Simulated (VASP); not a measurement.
SrCaF4:

```
F Ca Sr
1.0
    -5.32028    5.32028    0.00000
    -5.32028    0.00000    5.32028
     0.00000    5.32028    5.32028
F Ca Sr
16 4 4
Direct
  0.87619 0.87316 0.37870
  0.37225 0.87228 0.37950
  0.87220 0.37527 0.37792
  0.87661 0.87164 0.87633
  0.37465 0.37709 0.37536
  0.37326 0.87612 0.87802
  0.87465 0.37685 0.87517
  0.37680 0.37297 0.87357
  0.62748 0.62368 0.12238
  0.12825 0.62451 0.11922
  0.62309 0.12339 0.12249
  0.62359 0.62633 0.62271
  0.12589 0.12361 0.12637
  0.12474 0.62537 0.63086
  0.62793 0.12089 0.63228
  0.13090 0.12249 0.62274
  0.50483 0.99612 0.99995
  0.99742 0.50027 0.00370
  0.49834 0.00153 0.50367
  0.00457 0.50594 0.49597
  0.00280 0.00063 0.99747
  0.99494 0.00150 0.50285
  0.50692 0.49623 0.99701
  0.49996 0.49942 0.49921
```

- Program: VASP 6.6.1
- Task: relaxation of cell and atoms
- Functional: PBE
- Potentials or basis: VASP PAW PBE potentials, release 64 (F, Ca_sv, Sr_sv)
- Cutoff: 600 eV
- k mesh: 1 × 1 × 1, shifted
- Occupations: gaussian, width 0.1 eV
- Spin: no spin polarisation

At the start: pressure 24.7 GPa; volume 12.55 Å³/atom.

How do energy, volume and symmetry change on relaxing?

Over 9 steps the energy falls by 206.2 meV/atom and the volume is 15.44 Å³/atom (+23.1 %); space group Cm (No. 8, to 0.1 Å) before, P4/mmm (No. 123, to 0.1 Å).

The path:
```csv
step,energy change (eV),largest force (eV/Å),pressure (GPa),volume (Å³)
1,0.0000,1.2889,24.70,301.19
2,-4.6261,0.1369,-3.94,393.62
3,-4.8929,0.2723,-0.06,371.16
4,-4.8938,0.2602,-0.36,372.66
5,-4.9243,0.1730,-0.20,371.54
6,-4.9432,0.1075,0.09,369.69
7,-4.9433,0.1051,0.08,369.75
8,-4.9464,0.0566,0.00,370.14
9,-4.9480,0.0400,-0.10,370.63
```

Final structure:
```
CELL_PARAMETERS angstrom
-5.73116 5.69173 -0.00182
-5.72733 0.00192 5.68795
-0.00348 5.68650 5.68647
ATOMIC_POSITIONS crystal
F 0.87023 0.86871 0.38135
F 0.38044 0.87986 0.37058
F 0.88103 0.38160 0.37081
F 0.87011 0.86786 0.88273
F 0.36976 0.36988 0.38046
F 0.38131 0.88012 0.87034
F 0.88237 0.38063 0.86750
F 0.37014 0.36714 0.88158
F 0.63238 0.62925 0.11900
F 0.12108 0.61836 0.12970
F 0.61954 0.11729 0.13171
F 0.63121 0.63259 0.61805
F 0.13076 0.13062 0.12048
F 0.11918 0.61885 0.63288
F 0.61944 0.11749 0.63314
F 0.13351 0.13091 0.61842
Ca 0.50073 0.99797 0.00179
Ca 0.00076 0.49897 0.00130
Ca 0.50016 0.99981 0.50099
Ca 0.00143 0.50134 0.49910
Sr 0.00079 0.99990 0.00031
Sr 0.99974 0.00021 0.50153
Sr 0.50177 0.49873 0.99925
Sr 0.50041 0.49916 0.50046
```

Caveat: the volume moved by over 15 % at a fixed basis, so the end points are rough.
